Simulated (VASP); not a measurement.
Write the native input for VASP 6.6.1 that does the following.

```yaml
Task: single point
Functional: r2SCAN
Potentials_or_basis: VASP PAW PBE potentials, release 64 (Mn_pv, F)
Cutoff: 520 eV
k_mesh: 6 × 6 × 4
Occupations: gaussian, width 0.1 eV
Spin: collinear spin, ferromagnetic start
Starting_moments: "[4.42, 4.42, 0.0, 0.0] μB"
Hubbard_terms: Mn d U = 3.9 eV
Dipole_correction: no
Further_INCAR_settings: ALGO = Normal; EDIFF = 1e-06; NBANDS = 32
```

The system is MnF.

```
Mn F
1.0
     3.16564    0.00000    0.00000
    -1.58282    2.74152    0.00000
     0.00000    0.00000    7.34931
Mn F
2 2
Cartesian
  0.0000 1.8277 0.2515
  1.5828 0.9138 3.9261
  0.0000 1.8277 2.5885
  1.5828 0.9138 6.2632
```

The input as run:

POSCAR

```
MnF
1.0
    3.1656399931      0.0000000000      0.0000000000
   -1.5828199965      2.7415246533      0.0000000000
    0.0000000000      0.0000000000      7.3493100265
Mn F
2 2
Direct
    0.3333333333      0.6666666667      0.0342173589
    0.6666666667      0.3333333333      0.5342173589
    0.3333333333      0.6666666667      0.3522126411
    0.6666666667      0.3333333333      0.8522126411
```

INCAR.step1

```
SYSTEM = MnF
PREC = Accurate
ENCUT = 520
ISMEAR = 0
SIGMA = 0.1
LREAL = .False.
LASPH = .True.
NELM = 150
ISPIN = 2
MAGMOM = 4.42 4.42 0 0
LMAXMIX = 4
LDAU = .True.
LDAUTYPE = 2
LDAUL = 2 -1
LDAUU = 3.9 0
LDAUJ = 0 0
NBANDS = 32
GGA = PE
ALGO = Normal
EDIFF = 1E-4
LWAVE = .True.
LCHARG = .False.
```

INCAR.step2

```
SYSTEM = MnF
PREC = Accurate
ENCUT = 520
EDIFF = 1E-6
ISMEAR = 0
SIGMA = 0.1
LREAL = .False.
LASPH = .True.
NELM = 150
ALGO = Normal
ISIF = 2
LWAVE = .False.
LCHARG = .False.
ISPIN = 2
MAGMOM = 4.42 4.42 0 0
LORBIT = 11
LMAXMIX = 4
LDAU = .True.
LDAUTYPE = 2
LDAUL = 2 -1
LDAUU = 3.9 0
LDAUJ = 0 0
LDAUPRINT = 1
METAGGA = R2SCAN
LMIXTAU = .True.
NBANDS = 32
ISTART = 1
```

KPOINTS

```
Automatic mesh
0
Gamma
  6 6 4
  0 0 0
```

Potentials or basis: VASP PAW PBE potentials, release 64 (Mn_pv, F).

Launch:

```sh
$ cat potpaw_PBE.64/Mn_pv/POTCAR potpaw_PBE.64/F/POTCAR > POTCAR
$ cp INCAR.step1 INCAR
$ mpirun -np 1 vasp_std > vasp.out
$ cp INCAR.step2 INCAR
$ mpirun -np 1 vasp_std > vasp.out
```

Results of the run:

```yaml
Pressure: -0.8 GPa
Largest_force: 0.006 eV/Å
Net_moment: 9.78 μB per cell
Site_moments: Mn +4.64; F +0.05 μB
Valence_electrons_inside_the_program's_atomic_spheres: Mn 11.22; F 6.11
```

Caveat: the k points lie up to 0.38 Å⁻¹ apart; the PAW data sets were made with another functional, which shifts forces and pressure a little; only a ferromagnetic start was run, and an antiferromagnetic order may lie lower in energy.

Run time: 4 min on 1 thread of Intel Xeon 8259CL (shared host), peak memory 0.24 GiB.
